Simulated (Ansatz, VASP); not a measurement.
One calculation of Te, two programs

INCAR

```
PREC     = Accurate       # precision mode
ENCUT    = 520            # plane-wave cutoff, eV
EDIFF    = 1E-7           # SCF threshold, eV
ISMEAR   = -1             # smearing method
SIGMA    = 0.05           # smearing width, eV
LREAL    = F              # projectors in reciprocal space
LASPH    = T              # aspherical terms in the spheres
NELM     = 100            # most SCF steps
ALGO     = Normal         # electronic algorithm
ISIF     = 2              # what is computed and relaxed
LWAVE    = F              # write WAVECAR
LCHARG   = T              # write CHGCAR
GGA      = PS             # functional
LELF     = T              # ELF
LVHAR    = T            
NBANDS   = 16             # bands
```

File KPOINTS:

```
Automatic mesh
0
Gamma
  8 8 5
```

The input POSCAR:

```
Te
1.0
    4.5027337005      0.0000000000      0.0000000000
   -2.2513668502      3.8994817711      0.0000000000
    0.0000000000      0.0000000000      6.1603773933
Te
3
Direct
    0.2833121363      0.0000000000      0.3333333333
    0.0000000000      0.2833121363      0.6666666667
    0.7166878637      0.7166878637      1.0000000000
```

Input for Ansatz:

```yaml
crystal:
  lattice:
    - [4.5027336576, 0.0, 0.0]
    - [-2.2513668288, 3.8994817339, 0.0]
    - [0.0, 0.0, 6.1603773798]
  atoms:
    - { symbol: Te, position: [0.2833121449, 0.0, 0.3333333333] }
    - { symbol: Te, position: [0.0, 0.2833121449, 0.6666666667] }
    - { symbol: Te, position: [0.7166878551, 0.7166878551, 1.0] }
hamiltonian:
  xc: pbesol
  pseudopotentials:
    kind: paw
    azcp:
      Te: "pseudopotentials/Te.paw.azcp"
basis:
  ecutwfc: 420
  fft_grid_basis: typed
kpoints:
  mp_grid: { grid: [8, 8, 5], shift: [0, 0, 0] }
magnetization:
  spin_polarized: false
scf:
  occupations: { method: fermi_dirac, width: 0.05 }
output:
  stress: true
```

Alike in both runs: task single point; functional PBEsol; k mesh 8 × 8 × 5; occupations fermi-dirac, width 0.05 eV; no spin polarisation.

```csv
,VASP,Ansatz
version,VASP 6.6.1,Ansatz 0.2.0
potentials or method,"VASP PAW PBE potentials, release 64 (Te), cutoff 520 eV","plane waves (420 eV) with PAW, scalar-relativistic"
valence electrons in the cell,18,48
```

VASP gave:

| Property | Result |
| --- | --- |
| pressure (GPa) | -4.8 |
| traceless stress, the component that is largest in VASP (GPa) | -1.11 |

Q: Which values does Ansatz return?

A: Pressure (GPa): -4.8; traceless stress, the component that is largest in VASP (GPa): -1.12.

VASP's potentials were made for PBE, not for PBEsol, and Ansatz warns of the same on its side. VASP's potentials hold 18 valence electrons a cell and Ansatz's 48, so a difference there can come from the potentials and not from the codes.

Neither program's run includes spin-orbit coupling.
